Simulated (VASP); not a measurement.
# NaCl (Pm-3m) in VASP: settings compared

The runs below take NaCl through single point, with r2SCAN, PBEsol.

Program: VASP 6.6.1. These are calculated values, not measurements. Logs are shortened: lines on timing, memory, paths and dates and some standing lists are left out, and cuts for length are marked.

## 1. The cell of the first run

It takes space group Pm-3m (No. 221, cubic). Conventional cell: a = 3.460 Å, b = 3.460 Å, c = 3.460 Å, α = 90.00°, β = 90.00°, γ = 90.00°. Na (site symmetry m-3m) has 8 Cl at 3.00 Å and 6 Na at 3.46 Å within 3.9 Å. Cl (site symmetry m-3m) has 8 Na at 3.00 Å and 6 Cl at 3.46 Å within 3.9 Å.

## 2. Single point, r2SCAN

File POSCAR:

```
NaCl
1.0
    3.4595458397      0.0000000000      0.0000000000
    0.0000000000      3.4595458397      0.0000000000
    0.0000000000      0.0000000000      3.4595458397
Na Cl
1 1
Direct
    0.0000000000      0.0000000000      0.0000000000
    0.5000000000      0.5000000000      0.5000000000
```

File INCAR.step1:

```
ALGO = Normal
EDIFF = 1E-4
ENCUT = 520
GGA = PE
ISMEAR = 0
LASPH = T
LCHARG = F
LREAL = F
LWAVE = T
NBANDS = 14
NELM = 60
PREC = Accurate
SIGMA = 0.01
```

File INCAR.step2:

```
ALGO = Normal
EDIFF = 1E-6
ENCUT = 520
ISIF = 2
ISMEAR = 0
ISTART = 1
LASPH = T
LCHARG = F
LMIXTAU = T
LREAL = F
LWAVE = F
METAGGA = R2SCAN
NBANDS = 14
NELM = 60
PREC = Accurate
SIGMA = 0.01
```

File KPOINTS:

```
k-points
0
Gamma
  5 5 5
```

Potentials or basis: VASP PAW PBE potentials, release 64 (Na_pv, Cl).

On the command line:

```console
$ cat potpaw_PBE.64/Na_pv/POTCAR potpaw_PBE.64/Cl/POTCAR > POTCAR
$ cp INCAR.step1 INCAR
$ mpirun -np 1 vasp_std > vasp.out
$ cp INCAR.step2 INCAR
$ mpirun -np 1 vasp_std > vasp.out
```

OUTCAR:

```text
EDIFF = 1E-6
   ENCUT = 520
   ISIF = 2
   ISMEAR = 0
   ISTART = 1
   LASPH = T
   LREAL = F
   METAGGA = R2SCAN
   NELM = 60
   PREC = Accurate

 ion  position               nearest neighbor table
   1  0.000  0.000  0.000-
   2  0.500  0.500  0.500-

  LATTYP: Found a simple cubic cell.
 ALAT       =     3.4595458397

  Lattice vectors:

 A1 = (   3.4595458397,   0.0000000000,   0.0000000000)
 A2 = (   0.0000000000,   3.4595458397,   0.0000000000)
 A3 = (   0.0000000000,   0.0000000000,   3.4595458397)

Analysis of symmetry for initial positions (statically):
=====================================================================
 Subroutine PRICEL returns:
 Original cell was already a primitive cell.

 Routine SETGRP: Setting up the symmetry group for a
 simple cubic supercell.

 Subroutine GETGRP returns: Found 48 space group operations
[... 9 lines left out ...]

 Routine SETGRP: Setting up the symmetry group for a
 simple cubic supercell.

 Subroutine GETGRP returns: Found 48 space group operations
[... 11 lines left out ...]
                                     Primitive cell

  volume of cell :      41.4054

  direct lattice vectors                    reciprocal lattice vectors
     3.459545840  0.000000000  0.000000000     0.289055282  0.000000000  0.000000000
     0.000000000  3.459545840  0.000000000     0.000000000  0.289055282  0.000000000
     0.000000000  0.000000000  3.459545840     0.000000000  0.000000000  0.289055282

  length of vectors
     3.459545840  3.459545840  3.459545840     0.289055282  0.289055282  0.289055282

  position of ions in fractional coordinates (direct lattice)
     0.000000000  0.000000000  0.000000000
     0.500000000  0.500000000  0.500000000

  ion indices of the primitive-cell ions
   primitive index   ion index
                 1           1
                 2           2

----------------------------------------------------------------------------------------

 KPOINTS: k-points

Automatic generation of k-mesh.
 Grid dimensions read from file:
 generate k-points for:    5    5    5

 Generating k-lattice:

  Cartesian coordinates                     Fractional coordinates (reciprocal lattice)
     0.057811056  0.000000000  0.000000000     0.200000000  0.000000000  0.000000000
     0.000000000  0.057811056  0.000000000     0.000000000  0.200000000  0.000000000
     0.000000000  0.000000000  0.057811056     0.000000000  0.000000000  0.200000000

  Length of vectors
     0.057811056  0.057811056  0.057811056

  Shift w.r.t. Gamma in fractional coordinates (k-lattice)
     0.000000000  0.000000000  0.000000000

 Subroutine IBZKPT returns following result:
 ===========================================

 Found     10 irreducible k-points:

 Following reciprocal coordinates:
            Coordinates               Weight
  0.000000  0.000000  0.000000      1.000000
  0.200000  0.000000  0.000000      6.000000
  0.400000  0.000000  0.000000      6.000000
  0.200000  0.200000  0.000000     12.000000
  0.400000  0.200000  0.000000     24.000000
  0.400000  0.400000  0.000000     12.000000
  0.200000  0.200000  0.200000      8.000000
  0.400000  0.200000  0.200000     24.000000
  0.400000  0.400000  0.200000     24.000000
  0.400000  0.400000  0.400000      8.000000
   k-points           NKPTS =     10   k-points in BZ     NKDIM =     10   number of bands    NBANDS=     14
   number of dos      NEDOS =    301   number of ions     NIONS =      2
   total plane-waves  NPLWV =  21952
   dimension x,y,z NGX =    28 NGY =   28 NGZ =   28
   dimension x,y,z NGXF=    56 NGYF=   56 NGZF=   56
   ions per type =               1   1
   NGX,Y,Z   is equivalent  to a cutoff of  13.46, 13.46, 13.46 a.u.
   NGXF,Y,Z  is equivalent  to a cutoff of  26.91, 26.91, 26.91 a.u.
 SYSTEM =  unknown system
   PREC   = accura    normal or accurate (medium, high low for compatibility)
   ISTART =      1    job   : 0-new  1-cont  2-samecut
   ICHARG =      0    charge: 1-file 2-atom 10-const
   ISPIN  =      1    spin polarized calculation?
   LNONCOLLINEAR =      F non collinear calculations
   LSORBIT =      F    spin-orbit coupling
   LASPH  =      T    aspherical Exc in radial PAW
   ENCUT  =  520.0 eV  38.22 Ry    6.18 a.u.   6.43  6.43  6.43*2*pi/ulx,y,z
   NELM   =     60;   NELMIN=  2; NELMDL=  0     # of ELM steps
   EDIFF  = 0.1E-05   stopping-criterion for ELM
   LREAL  =      F    real-space projection
   EDIFFG = 0.1E-04   stopping-criterion for IOM
   NSW    =      0    number of steps for IOM
   IBRION =     -1    ionic relax: 0-MD 1-quasi-New 2-CG
   NFREE  =      0    steps in history (QN), initial steepest desc. (CG)
   ISIF   =      2    stress and relaxation
   ISYM   =      2    0-nonsym 1-usesym 2-fastsym
   POTIM  = 0.5000    time-step for ionic-motion
   TEBEG  =    0.0;   TEEND  =   0.0 temperature during run
   PSTRESS=    0.0 pullay stress
   NELECT =      14.0000    total number of electrons
   NUPDOWN=      -1.0000    fix difference up-down
   EMIN   =  10.00;   EMAX   =-10.00  energy-range for DOS
   EFERMI =   0.00;   METHOD = LEGACY
   ISMEAR =     0;   SIGMA  =   0.01  broadening in eV -4-tet -1-fermi 0-gaus
   EFERMI_NEDOS =   21; number of points for ismear=-14 and -15
   IALGO  =     38    algorithm
   IMIX   =      4    mixing-type and parameters
     AMIX     =   0.40;   BMIX     =  1.00
     AMIX_MAG =   1.60;   BMIX_MAG =  1.00
  volume/ion in A,a.u.               =      20.70       139.71
  Fermi-wavevector in a.u.,A,eV,Ry     =   1.140508  2.155248 17.697901  1.300759
  Thomas-Fermi vector in A             =   2.277210
   LORBIT       =      0    0 simple, 1 ext, 2 COOP (PROOUT), +10 PAW based schemes
   METAGGA = R2SCAN    functional components
   LHFCALC =     F    Hartree Fock is set to
   AEXX    =    0.0000 exact exchange contribution
   IVDW    =     0    specifies the selected vdW correction
   LEPSILON=     F    determine dielectric tensor
   LRPA    =     F    only Hartree local field effects (RPA)
 non-spin polarized calculation
 Gauss-broadening in eV      SIGMA  =   0.01
  energy-cutoff  :      520.00
  volume of cell :       41.41
 maximum number of plane-waves:      1141
 NGX is ok and might be reduce to    28
   NGX = 13   NGY = 13   NGZ = 13

 number of electron      13.9999999 magnetization

 Free energy of the ion-electron system (eV)
  ---------------------------------------------------
  ext. energy  EPLUGINS =         0.00000000
  ---------------------------------------------------
  free energy    TOTEN  =       -13.46437724 eV

  energy without entropy =      -13.46437724  energy(sigma->0) =      -13.46437724

 E-fermi :   0.3253     XC(G=0):  -9.0750

 val. band max:        0.2418616583   @ k =   0.4000   0.4000   0.0000
 cond. band min:       5.2488373837   @ k =   0.0000   0.0000   0.0000
 fundamental gap:      5.0069757253
 Fermi energy:         0.3252929777

 k-point     1 :       0.0000    0.0000    0.0000
  band No.  band energies     occupation
      1     -22.4996      2.00000
      2     -22.4996      2.00000
      3     -22.4996      2.00000
      4     -13.7963      2.00000
      5      -0.2370      2.00000
      6      -0.2370      2.00000
      7      -0.2370      2.00000
      8       5.2488      0.00000
      9       9.4377      0.00000
     10       9.4377      0.00000
     11      17.0986      0.00000
     12      17.0986      0.00000
     13      17.0986      0.00000
     14      17.6151      0.00000

 k-point     2 :       0.2000    0.0000    0.0000
  band No.  band energies     occupation
      1     -22.5149      2.00000
      2     -22.4982      2.00000
      3     -22.4982      2.00000
      4     -13.6649      2.00000
      5      -1.3248      2.00000
      6      -0.1537      2.00000
      7      -0.1537      2.00000
      8       6.2217      0.00000
      9       9.9010      0.00000
     10      10.2909      0.00000
     11      14.8348      0.00000
     12      14.8348      0.00000
     13      16.7710      0.00000
     14      17.4113      0.00000

 k-point     3 :       0.4000    0.0000    0.0000
  band No.  band energies     occupation
      1     -22.5395      2.00000
      2     -22.4959      2.00000
      3     -22.4959      2.00000
      4     -13.4363      2.00000
      5      -2.6330      2.00000
      6      -0.0123      2.00000
      7      -0.0123      2.00000
      8       7.7356      0.00000
      9      10.3723      0.00000
     10      11.1310      0.00000
     11      13.2390      0.00000
     12      13.2390      0.00000
     13      14.6103      0.00000
     14      18.0598      0.00000

 k-point     4 :       0.2000    0.2000    0.0000
  band No.  band energies     occupation
      1     -22.5143      2.00000
      2     -22.5112      2.00000
      3     -22.4969      2.00000
      4     -13.5436      2.00000
      5      -1.3103      2.00000
      6      -1.0251      2.00000
      7      -0.0666      2.00000
      8       7.0835      0.00000
      9      10.1467      0.00000
     10      10.9196      0.00000
     11      13.1887      0.00000
     12      14.8059      0.00000
     13      15.4369      0.00000
     14      17.4516      0.00000

 k-point     5 :       0.4000    0.2000    0.0000
  band No.  band energies     occupation
      1     -22.5362      2.00000
      2     -22.5092      2.00000
      3     -22.4947      2.00000
      4     -13.3335      2.00000
      5      -2.4276      2.00000
      6      -0.8968      2.00000
      7       0.0817      2.00000
      8       8.2972      0.00000
      9       9.4078      0.00000
     10      11.7616      0.00000
     11      12.7848      0.00000
     12      13.4190      0.00000
     13      15.5630      0.00000
     14      17.0892      0.00000

 k-point     6 :       0.4000    0.4000    0.0000
  band No.  band energies     occupation
      1     -22.5313      2.00000
      2     -22.5301      2.00000
      3     -22.4928      2.00000
      4     -13.1564      2.00000
      5      -2.0868      2.00000
      6      -1.9974      2.00000
      7       0.2419      2.00000
      8       7.0559      0.00000
      9      10.2970      0.00000
     10      12.3851      0.00000
     11      12.9826      0.00000
     12      13.7269      0.00000
     13      13.8256      0.00000
     14      18.7556      0.00000

 k-point     7 :       0.2000    0.2000    0.2000
  band No.  band energies     occupation
      1     -22.5133      2.00000
      2     -22.5096      2.00000
      3     -22.5096      2.00000
      4     -13.4288      2.00000
      5      -1.2500      2.00000
      6      -0.9118      2.00000
      7      -0.9118      2.00000
      8       7.7824      0.00000
      9      10.7953      0.00000
     10      10.7953      0.00000
     11      12.9964      0.00000
     12      13.6757      0.00000
     13      13.6757      0.00000
     14      19.7049      0.00000

 k-point     8 :       0.4000    0.2000    0.2000
  band No.  band energies     occupation
      1     -22.5333      2.00000
      2     -22.5084      2.00000
      3     -22.5069      2.00000
      4     -13.2305      2.00000
      5      -2.2419      2.00000
      6      -0.8372      2.00000
      7      -0.7149      2.00000
      8       8.4480      0.00000
      9      10.1186      0.00000
     10      10.1319      0.00000
     11      13.1941      0.00000
     12      13.5758      0.00000
     13      14.8985      0.00000
     14      19.0362      0.00000

 k-point     9 :       0.4000    0.4000    0.2000
  band No.  band energies     occupation
      1     -22.5290      2.00000
      2     -22.5281      2.00000
      3     -22.5051      2.00000
      4     -13.0532      2.00000
      5      -1.9358      2.00000
      6      -1.8629      2.00000
      7      -0.5667      2.00000
      8       7.4293      0.00000
      9       9.9142      0.00000
     10      10.2252      0.00000
     11      12.8078      0.00000
     12      15.4114      0.00000
     13      15.5540      0.00000
     14      17.2760      0.00000

 k-point    10 :       0.4000    0.4000    0.4000
  band No.  band energies     occupation
      1     -22.5256      2.00000
      2     -22.5248      2.00000
      3     -22.5248      2.00000
      4     -12.8759      2.00000
      5      -1.6820      2.00000
      6      -1.6243      2.00000
      7      -1.6243      2.00000
      8       8.0352      0.00000
      9       8.4987      0.00000
     10       8.4987      0.00000
     11      14.7487      0.00000
     12      16.0408      0.00000
     13      16.5219      0.00000
     14      16.5219      0.00000

------------------------ aborting loop because EDIFF is reached ----------------------------------------

  FORCE on cell =-STRESS in cart. coord.  units (eV):
  Direction    XX          YY          ZZ          XY          YZ          ZX
  --------------------------------------------------------------------------------------
  -------------------------------------------------------------------------------------
  Total       -0.0649163     -0.0649163     -0.0649163     -0.0000000      0.0000000      0.0000000
  in kB       -2.5119273     -2.5119273     -2.5119273     -0.0000000      0.0000000      0.0000000
  external PRESSURE =      -2.5119273 kB  Pullay stress =       0.0000000 kB

 VOLUME and BASIS-vectors are now :
 -----------------------------------------------------------------------------
  energy-cutoff  :      520.00
  volume of cell :       41.41
      direct lattice vectors                 reciprocal lattice vectors
     3.459545840  0.000000000  0.000000000     0.289055282  0.000000000  0.000000000
     0.000000000  3.459545840  0.000000000     0.000000000  0.289055282  0.000000000
     0.000000000  0.000000000  3.459545840     0.000000000  0.000000000  0.289055282

 POSITION                                       TOTAL-FORCE (eV/Angst)
 -----------------------------------------------------------------------------------
      0.00000      0.00000      0.00000         0.000000      0.000000      0.000000
      1.72977      1.72977      1.72977         0.000000      0.000000      0.000000
 -----------------------------------------------------------------------------------
    total drift:                               -0.000000      0.000000      0.000000

  FREE ENERGIE OF THE ION-ELECTRON SYSTEM (eV)
  ---------------------------------------------------
  free  energy   TOTEN  =       -13.4643772377 eV

  energy  without entropy=      -13.4643772377  energy(sigma->0) =      -13.46437724
```

It used 29 s of CPU time on 1 thread of AMD EPYC 7R13 Processor (Zen 3), on a shared host.

What came out:

```
Free energy            : -13.4644 eV
Pressure               : -0.3 GPa
Band gap on the k mesh : 5.01 eV, indirect (least direct gap 5.49 eV)
```

Levels at points of the mesh, in eV from the valence-band top:
```csv
k point,band 4,band 5,band 6,band 7,band 8,band 9,band 10,band 11
"(0.00, 0.00, 0.00)",-14.04,-0.48,-0.48,-0.48,5.01,9.20,9.20,16.86
```

Caveat: the PAW data sets were made with another functional, which shifts forces and pressure a little.

## 3. Single point, PBEsol

File INCAR:

```
SYSTEM = NaCl
PREC = Accurate ; ENCUT = 520
EDIFF = 1E-6 ; ISMEAR = 0
SIGMA = 0.01 ; LREAL = .False.
LASPH = .True. ; NELM = 80
ALGO = Normal ; ISIF = 2
LWAVE = .False. ; LCHARG = .False.
GGA = PS ; NBANDS = 14
```

File KPOINTS:

```
regular mesh
0
Gamma
  6 6 6
  0 0 0
```

POSCAR is that of step 2.

Potentials or basis: VASP PAW PBE potentials, release 64 (Na_pv, Cl).

On the command line:

```console
$ cat potpaw_PBE.64/Na_pv/POTCAR potpaw_PBE.64/Cl/POTCAR > POTCAR
$ mpirun -np 1 vasp_std > vasp.out
```

It used 13 s of CPU time on 1 thread of AMD EPYC 7R13 Processor (Zen 3), with other jobs on the host.

Results (log left out):

| Property | Result |
| --- | --- |
| Free energy | -6.7297 eV |
| Pressure | -0.3 GPa |
| Band gap on the k mesh | 3.95 eV, indirect (least direct gap 4.49 eV) |

Levels at points of the mesh, in eV from the valence-band top:
```csv
k point,band 5,band 6,band 7,band 8,band 9,band 10
"(0.00, 0.00, 0.00)",-0.53,-0.53,-0.53,3.95,8.37,8.37
"(0.50, 0.00, 0.00)",-3.17,-0.28,-0.28,6.85,8.74,10.36
"(0.50, 0.50, 0.00)",-2.44,-2.44,0.00,5.41,9.81,11.11
"(0.50, 0.50, 0.50)",-2.00,-2.00,-2.00,6.96,6.96,6.96
```

Caveat: the PAW data sets were made with another functional, which shifts forces and pressure a little. PBEsol gaps usually lie below the measured ones, often by a third to a half.

## 4. Single point, r2SCAN

POSCAR is that of step 3.

File INCAR.step1:

```
PREC = Accurate ; ENCUT = 520
ISMEAR = 0 ; SIGMA = 0.01
LREAL = F ; LASPH = T
NELM = 80 ; NBANDS = 14
GGA = PE ; ALGO = Normal
EDIFF = 1E-4 ; LWAVE = T
LCHARG = F
```

File INCAR.step2:

```
PREC = Accurate ; ENCUT = 520
EDIFF = 1E-7 ; ISMEAR = 0
SIGMA = 0.01 ; LREAL = F
LASPH = T ; NELM = 80
ALGO = Normal ; ISIF = 2
LWAVE = F ; LCHARG = F
METAGGA = R2SCAN ; LMIXTAU = T
NBANDS = 14 ; ISTART = 1
```

File KPOINTS:

```
Automatic mesh
0
Gamma
  6 6 6
```

On the command line:

```console
$ cat potpaw_PBE.64/Na_pv/POTCAR potpaw_PBE.64/Cl/POTCAR > POTCAR
$ cp INCAR.step1 INCAR
$ mpirun -np 1 vasp_std > vasp.out
$ cp INCAR.step2 INCAR
$ mpirun -np 1 vasp_std > vasp.out
```

It used 68 s of CPU time on 1 thread of AMD EPYC 7R13 Processor (Zen 3), on a shared host.

The run converged. Its results:

* Free energy: -13.4655 eV
* Pressure: -0.3 GPa
* Band gap on the k mesh: 4.95 eV, indirect (least direct gap 5.49 eV)

Levels at points of the mesh, in eV from the valence-band top:
| k point | band 3 | band 4 | band 5 | band 6 | band 7 | band 8 | band 9 | band 10 | band 11 | band 12 |
| --- | --- | --- | --- | --- | --- | --- | --- | --- | --- | --- |
| (0.00, 0.00, 0.00) | -22.80 | -14.10 | -0.54 | -0.54 | -0.54 | 4.95 | 9.14 | 9.14 | 16.80 | 16.80 |
| (0.50, 0.00, 0.00) | -22.79 | -13.69 | -3.13 | -0.29 | -0.29 | 7.82 | 9.79 | 11.24 | 12.73 | 12.73 |
| (0.50, 0.50, 0.00) | -22.79 | -13.39 | -2.44 | -2.44 | 0.00 | 6.24 | 10.73 | 12.20 | 12.20 | 13.31 |
| (0.50, 0.50, 0.50) | -22.82 | -13.08 | -2.01 | -2.01 | -2.01 | 7.75 | 7.75 | 7.75 | 13.28 | 17.35 |

Caveat: the PAW data sets were made with another functional, which shifts forces and pressure a little. A k mesh can miss the band edges.

## 5. Overview

```tsv
level	k mesh	gap on the mesh (eV)	pressure (GPa)
r2SCAN	5 × 5 × 5	5.01	-0.3
PBEsol	6 × 6 × 6	3.95	-0.3
r2SCAN	6 × 6 × 6	4.95	-0.3
```

Alike in all rows: task single point; potentials or basis VASP PAW PBE potentials, release 64 (Na_pv, Cl); no spin polarisation; cell as given; cutoff (eV) 520; smearing gaussian 0.01 eV.

On the cell as given the gap runs from 3.95 eV (PBEsol) to 5.01 eV (r2SCAN); the meshes differ, which moves gaps too.

Caveats: the PAW data sets were made with another functional, which shifts forces and pressure a little.

Total energies depend on the potentials used, so only differences within one code and one set of settings carry meaning.
